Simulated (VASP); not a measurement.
Here is a VASP 6.6.1 calculation.

File INCAR:

```
SYSTEM = BN
  ALGO = Normal
  EDIFF = 1E-6
  ENCUT = 600
  GGA = CA
  GGA_COMPAT = .False.
  ISIF = 2
  ISMEAR = 0
  LASPH = .True.
  LCHARG = .False.
  LREAL = .False.
  LWAVE = .False.
  NBANDS = 11
  NELM = 120
  PREC = Accurate
  SIGMA = 0.1
```

File KPOINTS:

```
k-points
0
Gamma
  10 10 10
  0 0 0
```

File POSCAR:

```
BN
1.0
    0.0000000000      1.7905249305      1.7905249305
    1.7905249305      0.0000000000      1.7905249305
    1.7905249305      1.7905249305      0.0000000000
B N
1 1
Direct
    0.0000000000      0.0000000000      0.0000000000
    0.7500000000      0.7500000000      0.7500000000
```

Potentials or basis: VASP PAW LDA potentials, release 64 (B, N).

Command:

```bash
$ cat potpaw_LDA.64/B/POTCAR potpaw_LDA.64/N/POTCAR > POTCAR
$ mpirun -np 1 vasp_std > vasp.out
```

Task: What does it give for the band gap on the k mesh?

Result: 4.38 eV, indirect (least direct gap 8.82 eV).

Task: Estimate the pressure.

Result: 0.6 GPa.

A k mesh can miss the band edges. A hybrid or GW would open this gap; LDA tends to underestimate it.
